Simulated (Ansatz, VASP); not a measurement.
## Zn in VASP and in Ansatz

Contents of INCAR:

```
  ALGO = Normal
  EDIFF = 1E-6
  ENCUT = 500
  GGA = PE
  GGA_COMPAT = F
  ISIF = 2
  ISMEAR = 0
  LASPH = T
  LCHARG = F
  LREAL = F
  LWAVE = F
  NBANDS = 12
  NELM = 120
  PREC = Accurate
  SIGMA = 0.024
```

Contents of KPOINTS:

```
k-points
0
Gamma
  12 12 12
```

The input POSCAR:

```
Zn
1.0
   -1.5690370000      1.5690370000      1.5690370000
    1.5690370000     -1.5690370000      1.5690370000
    1.5690370000      1.5690370000     -1.5690370000
Zn
1
Direct
    0.0000000000      0.0000000000      0.0000000000
```

The input input.yaml:

```yaml
crystal:
  lattice:
    - [-1.569037, 1.569037, 1.569037]
    - [1.569037, -1.569037, 1.569037]
    - [1.569037, 1.569037, -1.569037]
  atoms:
    - { symbol: Zn, position: [0.0, 0.0, 0.0] }
hamiltonian:
  xc: pbe
  pseudopotentials: { kind: paw }
kpoints:
  mp_grid: { grid: [12, 12, 12] }
scf:
  occupations: { method: gaussian, width: 0.024 }
output:
  forces: true
  stress: true
  eigenvalues: true
```

Alike in both runs: task single point; functional PBE; k mesh 12 × 12 × 12; occupations gaussian, width 0.024 eV; no spin polarisation.

|  | VASP | Ansatz |
| --- | --- | --- |
| version | VASP 6.6.1 | Ansatz 0.2.0 |
| potentials or method | VASP PAW PBE potentials, release 64 (Zn) | Ansatz PAW |
| plane-wave cutoff (eV) | 500 | 420 |
| valence electrons in the cell | 12 | 12 |

Ansatz gave:

```
gap on the k mesh at the Fermi level (eV) : none
pressure (GPa)                            : -0.2
```

What did VASP give for the same quantities?

gap on the k mesh at the Fermi level (eV): none; pressure (GPa): 0.1.

A gap of «none» marks a metal or a gap that the smearing closes. With one functional, cell and mesh, what is left measures potentials, basis and numerics.
